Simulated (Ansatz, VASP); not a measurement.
Two plane-wave programs on BN

Contents of INCAR:

```
SYSTEM = BN
PREC     = Accurate       ! precision mode
ENCUT    = 520            ! plane-wave cutoff, eV
EDIFF    = 1E-7           ! SCF threshold, eV
ISMEAR   = 0              ! smearing method
SIGMA    = 0.05           ! smearing width, eV
LREAL    = .FALSE.        ! projectors in reciprocal space
LASPH    = .TRUE.         ! aspherical terms in the spheres
NELM     = 80             ! most SCF steps
ALGO     = Normal         ! electronic algorithm
ISIF     = 2              ! what is computed and relaxed
LWAVE    = .FALSE.        ! write WAVECAR
LCHARG   = .FALSE.        ! write CHGCAR
GGA      = PE             ! functional
NBANDS   = 11             ! bands
```

Contents of KPOINTS:

```
regular mesh
0
G
  12 12 12
  0 0 0
```

POSCAR

```
BN
1.0
    0.0000000000      1.7556751164      1.9312426281
    1.7556751164      0.0000000000      1.9312426281
    1.7556751164      1.7556751164      0.0000000000
B N
1 1
Direct
    0.0000000000      0.0000000000      0.0000000000
    0.7500000000      0.7500000000      0.7500000000
```

Input for Ansatz:

```yaml
crystal:
  lattice:
    - [0.0, 1.7556751164, 1.9312426281]
    - [1.7556751164, 0.0, 1.9312426281]
    - [1.7556751164, 1.7556751164, 0.0]
  atoms:
    - { symbol: B, position: [0.0, 0.0, 0.0] }
    - { symbol: "N", position: [0.75, 0.75, 0.75] }
basis:
  ecutwfc: 420
kpoints:
  mp_grid: { grid: [12, 12, 12] }
hamiltonian:
  xc: pbe
scf:
  occupations: { method: gaussian, width: 0.05 }
output:
  forces: true
  stress: true
  eigenvalues: true
  write_density: true
  write_potential: true
  elf: true
  volumetric_format: npy
```

Alike in both runs: task single point; functional PBE; k mesh 12 × 12 × 12; occupations gaussian, width 0.05 eV; no spin polarisation.

|  | VASP | Ansatz |
| --- | --- | --- |
| version | VASP 6.6.1 | Ansatz 0.2.0 |
| potentials or method | VASP PAW PBE potentials, release 64 (B, N), cutoff 520 eV | scalar-relativistic, plane waves, PAW |
| valence electrons in the cell | 8 | 8 |

Ansatz gave:

* gap on the k mesh at the Fermi level (eV): 3.60
* least direct gap on the mesh (eV): 8.20
* pressure (GPa): 0.0
* traceless stress, the component that is largest in VASP (GPa): -43.94

Problem. Estimate VASP's values.

Solution. gap on the k mesh at the Fermi level (eV): 3.59; least direct gap on the mesh (eV): 8.20; pressure (GPa): 0.2; traceless stress, the component that is largest in VASP (GPa): -43.97.
